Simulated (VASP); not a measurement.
# TePb in VASP: notebook, part 2 of 2

VASP 6.6.1.

## (3) Single point, PBE

This run uses another cell than the first one, of 35.30 Å³/atom, 0.891 times its volume.

Contents of INCAR:

```
PREC = Accurate
ENCUT = 520
EDIFF = 1E-7
ISMEAR = 0
SIGMA = 0.05
LREAL = F
LASPH = T
NELM = 100
ALGO = Normal
ISIF = 2
LWAVE = F
LCHARG = F
GGA = PE
NBANDS = 17
```

Contents of KPOINTS:

```
Automatic mesh
0
Gamma
  10 10 8
```

Contents of POSCAR:

```
TePb
1.0
    4.4559662328      0.0000000000      0.0000000000
   -2.2279831164      3.7818003569      0.0000000000
    0.0000000000      0.0000000000      4.1892026525
Pb Te
1 1
Direct
    0.0000000000      0.0000000000      0.0000000000
    0.6666666667      0.3333333333      0.5000000000
```

Potentials or basis: VASP PAW PBE potentials, release 64 (Pb_d, Te).

The run is started by

```bash
$ cat potpaw_PBE.64/Pb_d/POTCAR potpaw_PBE.64/Te/POTCAR > POTCAR
$ mpirun -np 1 vasp_std > vasp.out
```

OUTCAR:

```text
PREC = Accurate
   ENCUT = 520
   EDIFF = 1E-7
   ISMEAR = 0
   LREAL = F
   LASPH = T
   NELM = 100
   ISIF = 2
   GGA = PE

 ion  position               nearest neighbor table
   1  0.000  0.000  0.000-   2 3.28   2 3.28   2 3.31   2 3.31   2 3.31   2 3.31
   2  0.667  0.333  0.500-   1 3.28   1 3.28   1 3.31   1 3.31   1 3.31   1 3.31

  Warning from LATTYP: Monoclinic adjustment (A1->A3, A2->A1, A3->A2)!
  LATTYP: Found a base centered orthorhombic cell.
 ALAT       =     4.4559662328
 B/A-ratio  =     1.6974097914
 C/A-ratio  =     0.9401333928

  Lattice vectors:

 A1 = (   2.2279831164,  -3.7818003569,   0.0000000000)
 A2 = (   2.2279831164,   3.7818003569,   0.0000000000)
 A3 = (   0.0000000000,   0.0000000000,   4.1892026525)

Analysis of symmetry for initial positions (statically):
=====================================================================
 Subroutine PRICEL returns:
 Original cell was already a primitive cell.

 Routine SETGRP: Setting up the symmetry group for a
 base centered orthorhombic supercell.

 Subroutine GETGRP returns: Found  4 space group operations
 (whereof  4 operations were pure point group operations)
 out of a pool of  8 trial point group operations.

The static configuration has the point symmetry C_2v.

Analysis of symmetry for dynamics (positions and initial velocities):
=====================================================================
 Subroutine PRICEL returns:
 Original cell was already a primitive cell.

 Routine SETGRP: Setting up the symmetry group for a
 base centered orthorhombic supercell.

 Subroutine GETGRP returns: Found  4 space group operations
 (whereof  4 operations were pure point group operations)
 out of a pool of  8 trial point group operations.

The dynamic configuration has the point symmetry C_2v.

 Subroutine INISYM returns: Found  4 space group operations
 (whereof  4 operations are pure point group operations),
 and found     1 'primitive' translations

----------------------------------------------------------------------------------------

                                     Primitive cell

  volume of cell :      70.5947

  direct lattice vectors                    reciprocal lattice vectors
     4.455966233  0.000000000  0.000000000     0.224418218  0.132212162  0.000000000
    -2.227983116  3.781800357  0.000000000     0.000000000  0.264424323  0.000000000
     0.000000000  0.000000000  4.189202652     0.000000000  0.000000000  0.238708910

  length of vectors
     4.455966233  4.389296379  4.189202652     0.260468025  0.264424323  0.238708910

  position of ions in fractional coordinates (direct lattice)
     0.000000000  0.000000000  0.000000000
     0.666666667  0.333333333  0.500000000

  ion indices of the primitive-cell ions
   primitive index   ion index
                 1           1
                 2           2

----------------------------------------------------------------------------------------

 KPOINTS: Automatic mesh

Automatic generation of k-mesh.
 Grid dimensions read from file:
 generate k-points for:   10   10    8

 Generating k-lattice:

  Cartesian coordinates                     Fractional coordinates (reciprocal lattice)
     0.022441822  0.013221216  0.000000000     0.100000000  0.000000000  0.000000000
     0.000000000  0.026442432  0.000000000     0.000000000  0.100000000  0.000000000
     0.000000000  0.000000000  0.029838614     0.000000000  0.000000000  0.125000000

  Length of vectors
     0.026046803  0.026442432  0.029838614

  Shift w.r.t. Gamma in fractional coordinates (k-lattice)
     0.000000000  0.000000000  0.000000000

 Subroutine IBZKPT returns following result:
 ===========================================

 Found    155 irreducible k-points:

 Following reciprocal coordinates:
            Coordinates               Weight
  0.000000  0.000000  0.000000      1.000000
  0.100000 -0.000000  0.000000      4.000000
  0.200000 -0.000000  0.000000      4.000000
  0.300000 -0.000000  0.000000      4.000000
  0.400000 -0.000000  0.000000      4.000000
  0.500000 -0.000000  0.000000      2.000000
[... 16 lines left out ...]
  0.000000  0.300000  0.000000      2.000000
  0.100000  0.300000  0.000000      4.000000
 [... further k-points ...]
   k-points           NKPTS =    155   k-points in BZ     NKDIM =    155   number of bands    NBANDS=     17
   number of dos      NEDOS =    301   number of ions     NIONS =      2
   total plane-waves  NPLWV =  41472
   dimension x,y,z NGX =    36 NGY =   36 NGZ =   32
   dimension x,y,z NGXF=    72 NGYF=   72 NGZF=   64
   ions per type =               1   1
   NGX,Y,Z   is equivalent  to a cutoff of  13.43, 13.64, 12.70 a.u.
   NGXF,Y,Z  is equivalent  to a cutoff of  26.86, 27.27, 25.40 a.u.
 SYSTEM =  unknown system
   PREC   = accura    normal or accurate (medium, high low for compatibility)
   ISTART =      0    job   : 0-new  1-cont  2-samecut
   ICHARG =      2    charge: 1-file 2-atom 10-const
   ISPIN  =      1    spin polarized calculation?
   LNONCOLLINEAR =      F non collinear calculations
   LSORBIT =      F    spin-orbit coupling
   LASPH  =      T    aspherical Exc in radial PAW
   ENCUT  =  520.0 eV  38.22 Ry    6.18 a.u.   8.29  8.16  7.79*2*pi/ulx,y,z
   NELM   =    100;   NELMIN=  2; NELMDL= -5     # of ELM steps
   EDIFF  = 0.1E-06   stopping-criterion for ELM
   LREAL  =      F    real-space projection
   EDIFFG = 0.1E-05   stopping-criterion for IOM
   NSW    =      0    number of steps for IOM
   IBRION =     -1    ionic relax: 0-MD 1-quasi-New 2-CG
   NFREE  =      0    steps in history (QN), initial steepest desc. (CG)
   ISIF   =      2    stress and relaxation
   ISYM   =      2    0-nonsym 1-usesym 2-fastsym
   POTIM  = 0.5000    time-step for ionic-motion
   TEBEG  =    0.0;   TEEND  =   0.0 temperature during run
   PSTRESS=    0.0 pullay stress
   NELECT =      20.0000    total number of electrons
   NUPDOWN=      -1.0000    fix difference up-down
   EMIN   =  10.00;   EMAX   =-10.00  energy-range for DOS
   EFERMI =   0.00;   METHOD = LEGACY
   ISMEAR =     0;   SIGMA  =   0.05  broadening in eV -4-tet -1-fermi 0-gaus
   EFERMI_NEDOS =   21; number of points for ismear=-14 and -15
   IALGO  =     38    algorithm
   IMIX   =      4    mixing-type and parameters
     AMIX     =   0.40;   BMIX     =  1.00
     AMIX_MAG =   1.60;   BMIX_MAG =  1.00
  volume/ion in A,a.u.               =      35.30       238.20
  Fermi-wavevector in a.u.,A,eV,Ry     =   1.075212  2.031857 15.729443  1.156081
  Thomas-Fermi vector in A             =   2.211062
   LORBIT       =      0    0 simple, 1 ext, 2 COOP (PROOUT), +10 PAW based schemes
   GGA     = PE    functional components
   LHFCALC =     F    Hartree Fock is set to
   AEXX    =    0.0000 exact exchange contribution
   IVDW    =     0    specifies the selected vdW correction
   LEPSILON=     F    determine dielectric tensor
   LRPA    =     F    only Hartree local field effects (RPA)
 non-spin polarized calculation
 Gauss-broadening in eV      SIGMA  =   0.05
  energy-cutoff  :      520.00
  volume of cell :       70.59
 maximum number of plane-waves:      1924
 NGX is ok and might be reduce to    36
   NGX = 17   NGY = 17   NGZ = 15

 number of electron      19.9999996 magnetization

 Free energy of the ion-electron system (eV)
  ---------------------------------------------------
  ext. energy  EPLUGINS =         0.00000000
  ---------------------------------------------------
  free energy    TOTEN  =        -7.28514303 eV

  energy without entropy =       -7.28451113  energy(sigma->0) =       -7.28482708

 E-fermi :   5.2100     XC(G=0):  -9.0854

 val. band max:        5.2092392471   @ k =  -0.2000   0.1000   0.2500
 cond. band min:       5.2606381834   @ k =   0.2000   0.3000   0.5000
 fundamental gap:      0.0513989363
 Fermi energy:         5.2100472931

 k-point     1 :       0.0000    0.0000    0.0000
  band No.  band energies     occupation
      1     -11.6446      2.00000
      2     -11.6417      2.00000
      3     -11.6218      2.00000
      4     -11.5881      2.00000
      5     -11.5862      2.00000
      6      -6.5876      2.00000
[... 9 lines left out ...]
     16      14.5083      0.00000
     17      14.6751      0.00000
[... 441 lines left out ...]
 k-point    24 :       0.1000    0.3000    0.0000
  band No.  band energies     occupation
      1     -11.6498      2.00000
      2     -11.6205      2.00000
      3     -11.6070      2.00000
      4     -11.5996      2.00000
      5     -11.5912      2.00000
      6      -5.6833      2.00000
[... 9 lines left out ...]
     16      13.8675      0.00000
     17      14.8934      0.00000

 [... further k-points ...]

------------------------ aborting loop because EDIFF is reached ----------------------------------------

  FORCE on cell =-STRESS in cart. coord.  units (eV):
  Direction    XX          YY          ZZ          XY          YZ          ZX
  --------------------------------------------------------------------------------------
  -------------------------------------------------------------------------------------
  Total        0.2509156      0.3703868      0.2088880      0.0000000      0.0000000      0.0000000
  in kB        5.6946415      8.4060946      4.7408055      0.0000000      0.0000000      0.0000000
  external PRESSURE =       6.2805139 kB  Pullay stress =       0.0000000 kB

 VOLUME and BASIS-vectors are now :
 -----------------------------------------------------------------------------
  energy-cutoff  :      520.00
  volume of cell :       70.59
      direct lattice vectors                 reciprocal lattice vectors
     4.455966233  0.000000000  0.000000000     0.224418218  0.132212162  0.000000000
    -2.227983116  3.781800357  0.000000000     0.000000000  0.264424323  0.000000000
     0.000000000  0.000000000  4.189202652     0.000000000  0.000000000  0.238708910

 POSITION                                       TOTAL-FORCE (eV/Angst)
 -----------------------------------------------------------------------------------
      0.00000      0.00000      0.00000        -0.000000      0.018235      0.000000
      2.22798      1.26060      2.09460         0.000000     -0.018235      0.000000
 -----------------------------------------------------------------------------------
    total drift:                               -0.000000      0.000132      0.000000

  FREE ENERGIE OF THE ION-ELECTRON SYSTEM (eV)
  ---------------------------------------------------
  free  energy   TOTEN  =        -7.2851430300 eV

  energy  without entropy=       -7.2845111307  energy(sigma->0) =       -7.28482708
```

OSZICAR:

```text
N       E                     dE             d eps       ncg     rms          rms(c)
DAV:   1     0.150918415657E+03    0.15092E+03   -0.90813E+03  5286   0.112E+03
DAV:   2     0.317250644750E+01   -0.14775E+03   -0.14329E+03  5564   0.290E+02
DAV:   3    -0.719032270908E+01   -0.10363E+02   -0.10264E+02  6943   0.838E+01
DAV:   4    -0.746799607843E+01   -0.27767E+00   -0.27754E+00  6970   0.154E+01
DAV:   5    -0.747763490622E+01   -0.96388E-02   -0.96385E-02  7501   0.249E+00    0.335E+00
DAV:   6    -0.729129192186E+01    0.18634E+00   -0.41712E-01  7689   0.411E+00    0.208E+00
DAV:   7    -0.728399957224E+01    0.72923E-02   -0.10232E-01  6693   0.142E+00    0.977E-01
DAV:   8    -0.728540168818E+01   -0.14021E-02   -0.14886E-02  6675   0.108E+00    0.146E-01
DAV:   9    -0.728507559435E+01    0.32609E-03   -0.39838E-03  7946   0.479E-01    0.531E-02
DAV:  10    -0.728511177695E+01   -0.36183E-04   -0.48671E-04  6395   0.150E-01    0.314E-02
DAV:  11    -0.728514282368E+01   -0.31047E-04   -0.70357E-05  6259   0.437E-02    0.176E-02
DAV:  12    -0.728514293230E+01   -0.10862E-06   -0.44891E-06  6485   0.133E-02    0.919E-03
DAV:  13    -0.728514294279E+01   -0.10485E-07   -0.11614E-06  6111   0.530E-03    0.195E-03
DAV:  14    -0.728514302998E+01   -0.87200E-07   -0.64972E-08  5241   0.268E-03
   1 F= -.72851430E+01 E0= -.72848271E+01  d E =-.631899E-03
```

stdout:

```text
POSCAR found type information on POSCAR PbTe
 POSCAR found :  2 types and       2 ions
 scaLAPACK will be used
 LDA part: xc-table for (Slater+PW92), standard interpolation
 POSCAR, INCAR and KPOINTS ok, starting setup
 FFT: planning ... GRIDC
 FFT: planning ... GRID_SOFT
 FFT: planning ... GRID
 WAVECAR not read
 entering main loop
```

It took 65 s on 1 thread of Intel Xeon 6975P-C (Granite Rapids), shared host; peak memory 0.33 GiB.

What came out:

- Free energy: -7.2851 eV
- Pressure: 0.6 GPa
- Largest force: 0.018 eV/Å
- Band gap on the k mesh: zero (band 10 reaches 5.38 eV, above the bottom of band 11 at 4.78 eV)

Forces in eV/Å, atoms in the order of the input:
```
Pb   0.000  0.018  0.000
Te   0.000 -0.018  0.000
```

Stress tensor (GPa, compression positive):
```
0.57 0.00 0.00
0.00 0.84 0.00
0.00 0.00 0.47
```

Levels at points of the mesh, in eV from the Fermi level:
| k point | band 8 | band 9 | band 10 | band 11 | band 12 | band 13 |
| --- | --- | --- | --- | --- | --- | --- |
| (0.00, 0.00, 0.00) | -1.84 | -1.04 | -0.97 | 2.71 | 2.86 | 4.27 |
| (0.50, 0.00, 0.00) | -2.12 | -1.65 | -0.56 | 1.94 | 2.64 | 4.48 |
| (0.00, 0.50, 0.00) | -2.26 | -1.73 | -0.50 | 1.96 | 2.60 | 4.48 |
| (0.00, 0.00, 0.50) | -0.22 | -0.15 | 0.11 | 1.23 | 2.53 | 2.63 |
| (0.50, 0.00, 0.50) | -3.68 | -3.66 | -0.68 | 1.42 | 2.66 | 2.67 |
| (0.00, 0.50, 0.50) | -3.67 | -3.67 | -0.79 | 1.26 | 2.53 | 2.53 |

Caveat: spin-orbit coupling is left out, which moves the levels of the heavy elements.
